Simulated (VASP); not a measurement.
Crystal: Al4AsN3.

```xyz
8
Lattice="4.4586 0.0000 0.0000 0.0000 4.4586 0.0000 0.0000 0.0000 4.4586" Properties=species:S:1:pos:R:3 pbc="T T T"
N     2.2293    0.0000    0.0000
N     0.0000    2.2293    0.0000
N     0.0000    0.0000    2.2293
Al    1.1147    3.3440    3.3440
Al    3.3440    1.1147    3.3440
Al    3.3440    3.3440    1.1147
Al    1.1147    1.1147    1.1147
As    2.2293    2.2293    2.2293
```

```yaml
Program: VASP 6.6.1
Task: relaxation of cell and atoms
Functional: PBE
Potentials_or_basis: VASP PAW PBE potentials, release 64 (N, Al, As)
Cutoff: 600 eV
k_mesh: 6 × 6 × 6
Occupations: fermi-dirac, width 0.02 eV
Spin: no spin polarisation
```

At the start: pressure 50.9 GPa; volume 11.08 Å³/atom.

**Question.** Where does the relaxation end?

**Answer.** Over 12 steps the energy falls by 783.1 meV/atom and the volume is 13.29 Å³/atom (+20.0 %); space group P-43m (No. 215, to 0.05 Å).

Step by step:
```csv
step,energy change (eV),largest force (eV/Å),pressure (GPa),volume (Å³)
1,0.0000,11.0156,50.89,88.64
2,-0.7080,2.2415,-19.49,141.88
3,-6.0785,1.1490,-3.57,108.61
4,-6.1854,0.8570,-1.10,106.73
5,-6.2328,0.3816,2.88,104.13
6,-6.2324,0.4321,2.33,104.46
7,-6.2607,0.1234,-1.20,107.24
8,-6.2618,0.1865,-0.68,106.82
9,-6.2641,0.1049,0.11,106.34
10,-6.2647,0.0148,-0.16,106.49
11,-6.2647,0.0109,-0.16,106.50
12,-6.2648,0.0043,0.02,106.35
```

Final structure:
```cif
data_structure
_symmetry_space_group_name_H-M 'P 1'
_symmetry_Int_Tables_number 1
_cell_length_a 4.7378
_cell_length_b 4.7378
_cell_length_c 4.7378
_cell_angle_alpha 90.000
_cell_angle_beta 90.000
_cell_angle_gamma 90.000
_cell_volume 106.35
loop_
_atom_site_label
_atom_site_type_symbol
_atom_site_fract_x
_atom_site_fract_y
_atom_site_fract_z
_atom_site_occupancy
N1 N 0.50000 0.00000 0.00000 1
N2 N 0.00000 0.50000 0.00000 1
N3 N 0.00000 0.00000 0.50000 1
Al1 Al 0.22321 0.77679 0.77679 1
Al2 Al 0.77679 0.22321 0.77679 1
Al3 Al 0.77679 0.77679 0.22321 1
Al4 Al 0.22321 0.22321 0.22321 1
As1 As 0.50000 0.50000 0.50000 1
```

Caveat: the volume moved by over 15 % at a fixed basis, so the end points are rough.
